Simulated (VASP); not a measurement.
# TlBr3 (Pm-3m) in VASP: notebook

The runs below take TlBr3 through single point, with r2SCAN.

Everything below comes from runs of VASP 6.6.1. Logs are shortened: lines on timing, memory, paths and dates and some standing lists are left out, and cuts for length are marked.

## Step 1: The cell of the first run

The structure is cubic, space group Pm-3m (No. 221). Conventional cell: a = 5.714 Å, b = 5.714 Å, c = 5.714 Å, α = 90.00°, β = 90.00°, γ = 90.00°. Within 5.3 Å of Tl (site symmetry m-3m) lie 12 Br at 4.04 Å. Br (site symmetry 4/mmm) has 4 Tl at 4.04 Å and 8 Br at 4.04 Å within 5.3 Å.

## Step 2: Single point, r2SCAN

Contents of POSCAR:

```
TlBr3
1.0
    5.7137144988      0.0000000000      0.0000000000
    0.0000000000      5.7137144988      0.0000000000
    0.0000000000      0.0000000000      5.7137144988
Tl Br
1 3
Direct
    0.0000000000      0.0000000000      0.0000000000
    0.0000000000      0.5000000000      0.5000000000
    0.5000000000      0.0000000000      0.5000000000
    0.5000000000      0.5000000000      0.0000000000
```

Contents of INCAR.step1:

```
PREC = Accurate ; ENCUT = 520
ISMEAR = 0 ; SIGMA = 0.1
LREAL = F ; LASPH = T
NELM = 100 ; NBANDS = 25
GGA = PE ; ALGO = Normal
EDIFF = 1E-4 ; LWAVE = T
LCHARG = F
```

Contents of INCAR.step2:

```
PREC = Accurate ; ENCUT = 520
EDIFF = 1E-6 ; ISMEAR = 0
SIGMA = 0.1 ; LREAL = F
LASPH = T ; NELM = 100
ALGO = Normal ; ISIF = 2
LWAVE = F ; LCHARG = F
METAGGA = R2SCAN ; LMIXTAU = T
NBANDS = 25 ; ISTART = 1
```

Contents of KPOINTS:

```
regular mesh
0
Gamma
  4 4 4
```

Potentials or basis: VASP PAW PBE potentials, release 64 (Tl_d, Br).

The run is started by

```bash
> cat potpaw_PBE.64/Tl_d/POTCAR potpaw_PBE.64/Br/POTCAR > POTCAR
> cp INCAR.step1 INCAR
> mpirun -np 1 vasp_std > vasp.out
> cp INCAR.step2 INCAR
> mpirun -np 1 vasp_std > vasp.out
```

OUTCAR:

```text
PREC = Accurate
   ENCUT = 520
   EDIFF = 1E-6
   ISMEAR = 0
   LREAL = F
   LASPH = T
   NELM = 100
   ISIF = 2
   METAGGA = R2SCAN
   ISTART = 1

 ion  position               nearest neighbor table
   1  0.000  0.000  0.000-
   2  0.000  0.500  0.500-
   3  0.500  0.000  0.500-
   4  0.500  0.500  0.000-

  LATTYP: Found a simple cubic cell.
 ALAT       =     5.7137144988

  Lattice vectors:

 A1 = (   5.7137144988,   0.0000000000,   0.0000000000)
 A2 = (   0.0000000000,   5.7137144988,   0.0000000000)
 A3 = (   0.0000000000,   0.0000000000,   5.7137144988)

Analysis of symmetry for initial positions (statically):
=====================================================================
 Subroutine PRICEL returns:
 Original cell was already a primitive cell.

 Routine SETGRP: Setting up the symmetry group for a
 simple cubic supercell.

 Subroutine GETGRP returns: Found 48 space group operations
 (whereof 48 operations were pure point group operations)
 out of a pool of 48 trial point group operations.

The static configuration has the point symmetry O_h .

Analysis of symmetry for dynamics (positions and initial velocities):
=====================================================================
 Subroutine PRICEL returns:
 Original cell was already a primitive cell.

 Routine SETGRP: Setting up the symmetry group for a
 simple cubic supercell.

 Subroutine GETGRP returns: Found 48 space group operations
 (whereof 48 operations were pure point group operations)
 out of a pool of 48 trial point group operations.

The dynamic configuration has the point symmetry O_h .

 Subroutine INISYM returns: Found 48 space group operations
 (whereof 48 operations are pure point group operations),
 and found     1 'primitive' translations

----------------------------------------------------------------------------------------

                                     Primitive cell

  volume of cell :     186.5330

  direct lattice vectors                    reciprocal lattice vectors
     5.713714499  0.000000000  0.000000000     0.175017495  0.000000000  0.000000000
     0.000000000  5.713714499  0.000000000     0.000000000  0.175017495  0.000000000
     0.000000000  0.000000000  5.713714499     0.000000000  0.000000000  0.175017495

  length of vectors
     5.713714499  5.713714499  5.713714499     0.175017495  0.175017495  0.175017495

  position of ions in fractional coordinates (direct lattice)
     0.000000000  0.000000000  0.000000000
     0.000000000  0.500000000  0.500000000
     0.500000000  0.000000000  0.500000000
     0.500000000  0.500000000  0.000000000

  ion indices of the primitive-cell ions
   primitive index   ion index
                 1           1
                 2           2
                 3           3
                 4           4

----------------------------------------------------------------------------------------

 KPOINTS: regular mesh

Automatic generation of k-mesh.
 Grid dimensions read from file:
 generate k-points for:    4    4    4

 Generating k-lattice:

  Cartesian coordinates                     Fractional coordinates (reciprocal lattice)
     0.043754374  0.000000000  0.000000000     0.250000000  0.000000000  0.000000000
     0.000000000  0.043754374  0.000000000     0.000000000  0.250000000  0.000000000
     0.000000000  0.000000000  0.043754374     0.000000000  0.000000000  0.250000000

  Length of vectors
     0.043754374  0.043754374  0.043754374

  Shift w.r.t. Gamma in fractional coordinates (k-lattice)
     0.000000000  0.000000000  0.000000000

 Subroutine IBZKPT returns following result:
 ===========================================

 Found     10 irreducible k-points:

 Following reciprocal coordinates:
            Coordinates               Weight
  0.000000  0.000000  0.000000      1.000000
  0.250000  0.000000  0.000000      6.000000
  0.500000  0.000000  0.000000      3.000000
  0.250000  0.250000  0.000000     12.000000
  0.500000  0.250000  0.000000     12.000000
  0.500000  0.500000  0.000000      3.000000
  0.250000  0.250000  0.250000      8.000000
  0.500000  0.250000  0.250000     12.000000
  0.500000  0.500000  0.250000      6.000000
  0.500000  0.500000  0.500000      1.000000
   k-points           NKPTS =     10   k-points in BZ     NKDIM =     10   number of bands    NBANDS=     25
   number of dos      NEDOS =    301   number of ions     NIONS =      4
   total plane-waves  NPLWV =  74088
   dimension x,y,z NGX =    42 NGY =   42 NGZ =   42
   dimension x,y,z NGXF=    84 NGYF=   84 NGZF=   84
   ions per type =               1   3
   NGX,Y,Z   is equivalent  to a cutoff of  12.22, 12.22, 12.22 a.u.
   NGXF,Y,Z  is equivalent  to a cutoff of  24.44, 24.44, 24.44 a.u.
 SYSTEM =  unknown system
   PREC   = accura    normal or accurate (medium, high low for compatibility)
   ISTART =      1    job   : 0-new  1-cont  2-samecut
   ICHARG =      0    charge: 1-file 2-atom 10-const
   ISPIN  =      1    spin polarized calculation?
   LNONCOLLINEAR =      F non collinear calculations
   LSORBIT =      F    spin-orbit coupling
   LASPH  =      T    aspherical Exc in radial PAW
   ENCUT  =  520.0 eV  38.22 Ry    6.18 a.u.  10.62 10.62 10.62*2*pi/ulx,y,z
   NELM   =    100;   NELMIN=  2; NELMDL=  0     # of ELM steps
   EDIFF  = 0.1E-05   stopping-criterion for ELM
   LREAL  =      F    real-space projection
   EDIFFG = 0.1E-04   stopping-criterion for IOM
   NSW    =      0    number of steps for IOM
   IBRION =     -1    ionic relax: 0-MD 1-quasi-New 2-CG
   NFREE  =      0    steps in history (QN), initial steepest desc. (CG)
   ISIF   =      2    stress and relaxation
   ISYM   =      2    0-nonsym 1-usesym 2-fastsym
   POTIM  = 0.5000    time-step for ionic-motion
   TEBEG  =    0.0;   TEEND  =   0.0 temperature during run
   PSTRESS=    0.0 pullay stress
   NELECT =      34.0000    total number of electrons
   NUPDOWN=      -1.0000    fix difference up-down
   EMIN   =  10.00;   EMAX   =-10.00  energy-range for DOS
   EFERMI =   0.00;   METHOD = LEGACY
   ISMEAR =     0;   SIGMA  =   0.10  broadening in eV -4-tet -1-fermi 0-gaus
   EFERMI_NEDOS =   21; number of points for ismear=-14 and -15
   IALGO  =     38    algorithm
   IMIX   =      4    mixing-type and parameters
     AMIX     =   0.40;   BMIX     =  1.00
     AMIX_MAG =   1.60;   BMIX_MAG =  1.00
  volume/ion in A,a.u.               =      46.63       314.70
  Fermi-wavevector in a.u.,A,eV,Ry     =   0.928216  1.754075 11.722587  0.861586
  Thomas-Fermi vector in A             =   2.054369
   LORBIT       =      0    0 simple, 1 ext, 2 COOP (PROOUT), +10 PAW based schemes
   METAGGA = R2SCAN    functional components
   LHFCALC =     F    Hartree Fock is set to
   AEXX    =    0.0000 exact exchange contribution
   IVDW    =     0    specifies the selected vdW correction
   LEPSILON=     F    determine dielectric tensor
   LRPA    =     F    only Hartree local field effects (RPA)
 non-spin polarized calculation
 Gauss-broadening in eV      SIGMA  =   0.10
  energy-cutoff  :      520.00
  volume of cell :      186.53
 maximum number of plane-waves:      5056
   NGX = 21   NGY = 21   NGZ = 21

 number of electron      33.9999992 magnetization

 Free energy of the ion-electron system (eV)
  ---------------------------------------------------
  ext. energy  EPLUGINS =         0.00000000
  ---------------------------------------------------
  free energy    TOTEN  =       -92.37779142 eV

  energy without entropy =      -92.29083167  energy(sigma->0) =      -92.33431154

 E-fermi :  -2.1211     XC(G=0):  -7.3589

 val. band max:       -2.1283624006   @ k =   0.5000   0.2500   0.0000
 cond. band min:      -2.1156327454   @ k =   0.5000   0.2500   0.2500
 fundamental gap:      0.0127296552
 Fermi energy:        -2.1211375725

 k-point     1 :       0.0000    0.0000    0.0000
  band No.  band energies     occupation
      1     -15.5145      2.00000
      2     -15.1895      2.00000
      3     -15.1895      2.00000
      4     -12.2673      2.00000
      5     -12.2673      2.00000
      6     -12.2633      2.00000
[... 17 lines left out ...]
     24       5.7576      0.00000
     25       6.7576      0.00000

 k-point     2 :       0.2500    0.0000    0.0000
  band No.  band energies     occupation
      1     -15.4730      2.00000
      2     -15.2315      2.00000
      3     -15.1878      2.00000
      4     -12.2689      2.00000
      5     -12.2662      2.00000
      6     -12.2642      2.00000
[... 17 lines left out ...]
     24       6.5552      0.00000
     25       7.6110      0.00000

 k-point     3 :       0.5000    0.0000    0.0000
  band No.  band energies     occupation
      1     -15.4046      2.00000
      2     -15.3003      2.00000
      3     -15.1860      2.00000
      4     -12.2704      2.00000
      5     -12.2651      2.00000
      6     -12.2651      2.00000
[... 17 lines left out ...]
     24       7.2606      0.00000
     25       8.2074      0.00000

 k-point     4 :       0.2500    0.2500    0.0000
  band No.  band energies     occupation
      1     -15.4360      2.00000
      2     -15.2428      2.00000
      3     -15.2115      2.00000
      4     -12.2687      2.00000
      5     -12.2664      2.00000
      6     -12.2642      2.00000
[... 17 lines left out ...]
     24       7.3445      0.00000
     25       7.8183      0.00000
[... 85 lines left out ...]
 k-point     8 :       0.5000    0.2500    0.2500
  band No.  band energies     occupation
      1     -15.3495      2.00000
      2     -15.2957      2.00000
      3     -15.2402      2.00000
      4     -12.2677      2.00000
      5     -12.2659      2.00000
      6     -12.2630      2.00000
[... 17 lines left out ...]
     24       7.7804      0.00000
     25       8.0192      0.00000

 k-point     9 :       0.5000    0.5000    0.2500
  band No.  band energies     occupation
      1     -15.2947      2.00000
      2     -15.2939      2.00000
      3     -15.2939      2.00000
      4     -12.2668      2.00000
      5     -12.2652      2.00000
      6     -12.2626      2.00000
[... 17 lines left out ...]
     24       7.3357      0.00000
     25       8.7681      0.00000

 k-point    10 :       0.5000    0.5000    0.5000
  band No.  band energies     occupation
      1     -15.2930      2.00000
      2     -15.2930      2.00000
      3     -15.2930      2.00000
      4     -12.2651      2.00000
      5     -12.2651      2.00000
      6     -12.2602      2.00000
[... 17 lines left out ...]
     24       6.5473      0.00000
     25       8.3154      0.00000

------------------------ aborting loop because EDIFF is reached ----------------------------------------

  FORCE on cell =-STRESS in cart. coord.  units (eV):
  Direction    XX          YY          ZZ          XY          YZ          ZX
  --------------------------------------------------------------------------------------
  -------------------------------------------------------------------------------------
  Total       -3.5467463     -3.5467463     -3.5467463      0.0000000      0.0000000      0.0000000
  in kB      -30.4638718    -30.4638718    -30.4638718      0.0000000      0.0000000      0.0000000
  external PRESSURE =     -30.4638718 kB  Pullay stress =       0.0000000 kB

 VOLUME and BASIS-vectors are now :
 -----------------------------------------------------------------------------
  energy-cutoff  :      520.00
  volume of cell :      186.53
      direct lattice vectors                 reciprocal lattice vectors
     5.713714499  0.000000000  0.000000000     0.175017495  0.000000000  0.000000000
     0.000000000  5.713714499  0.000000000     0.000000000  0.175017495  0.000000000
     0.000000000  0.000000000  5.713714499     0.000000000  0.000000000  0.175017495

 POSITION                                       TOTAL-FORCE (eV/Angst)
 -----------------------------------------------------------------------------------
      0.00000      0.00000      0.00000         0.000000      0.000000      0.000000
      0.00000      2.85686      2.85686         0.000000      0.000000      0.000000
      2.85686      0.00000      2.85686         0.000000      0.000000      0.000000
      2.85686      2.85686      0.00000         0.000000      0.000000      0.000000
 -----------------------------------------------------------------------------------
    total drift:                                0.000000     -0.000000     -0.000000

  FREE ENERGIE OF THE ION-ELECTRON SYSTEM (eV)
  ---------------------------------------------------
  free  energy   TOTEN  =       -92.3777914155 eV

  energy  without entropy=      -92.2908316676  energy(sigma->0) =      -92.33431154
```

Run time: 4.9 min. Hardware: 1 thread of Oxide Virtual Turin-like, shared host; peak memory 0.27 GiB.

Results:

```
Free energy            : -92.3778 eV
Pressure               : -3.0 GPa
Band gap on the k mesh : zero (bands 17 and 18 overlap by 0.14 eV)
```

Levels at points of the mesh, in eV from the Fermi level:
| k point | band 14 | band 15 | band 16 | band 17 | band 18 | band 19 |
| --- | --- | --- | --- | --- | --- | --- |
| (0.00, 0.00, 0.00) | -0.43 | -0.43 | 0.04 | 0.04 | 0.04 | 5.59 |
| (0.50, 0.00, 0.00) | -0.64 | -0.53 | -0.46 | -0.06 | -0.06 | 4.03 |
| (0.50, 0.50, 0.00) | -0.62 | -0.62 | -0.57 | 0.06 | 0.08 | 4.69 |
| (0.50, 0.50, 0.50) | 0.06 | 0.06 | 0.06 | 0.08 | 0.08 | 5.45 |

Caveat: the cell stands under tension; the PAW data sets were made with another functional, which shifts forces and pressure a little; spin-orbit coupling is left out, which moves the levels of the heavy elements.

[end of part 1 of 2]

The gap in the log of VASP goes by the Fermi energy; the results here count the filled bands.